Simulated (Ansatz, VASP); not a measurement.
# CdS in VASP and in Ansatz

```
CELL_PARAMETERS angstrom
0.00000 2.79360 2.79360
2.79360 0.00000 2.79360
2.79360 2.79360 0.00000
ATOMIC_POSITIONS crystal
Cd 0.00000 0.00000 0.00000
S 0.75000 0.75000 0.75000
```

Change from the starting cell: strain -0.040 along x and y, -0.040 along z, atoms carried along.

Alike in both runs: task single point; functional r2SCAN; k mesh 8 × 8 × 8; occupations gaussian, width 0.05 eV; no spin polarisation.

|  | VASP | Ansatz |
| --- | --- | --- |
| version | VASP 6.6.1 | Ansatz 0.2.0 |
| potentials or method | VASP PAW PBE potentials, release 64 (Cd, S), cutoff 520 eV | scalar-relativistic, plane waves, PAW |
| valence electrons in the cell | 18 | 26 |

|  | VASP | Ansatz | Ansatz less VASP |
| --- | --- | --- | --- |
| gap on the k mesh at the Fermi level (eV) | 1.88 | 1.87 | -0.007 |
| least direct gap on the mesh (eV) | 1.88 | 1.87 | -0.007 |
| pressure (GPa) | 13.5 | 12.9 | -0.60 |

VASP's potentials were made for PBE, not for r2SCAN. The functional is the same, so the differences come from potentials, cutoffs and numerics. VASP's potentials hold 18 valence electrons a cell and Ansatz's 26, so a difference there can come from the potentials and not from the codes.
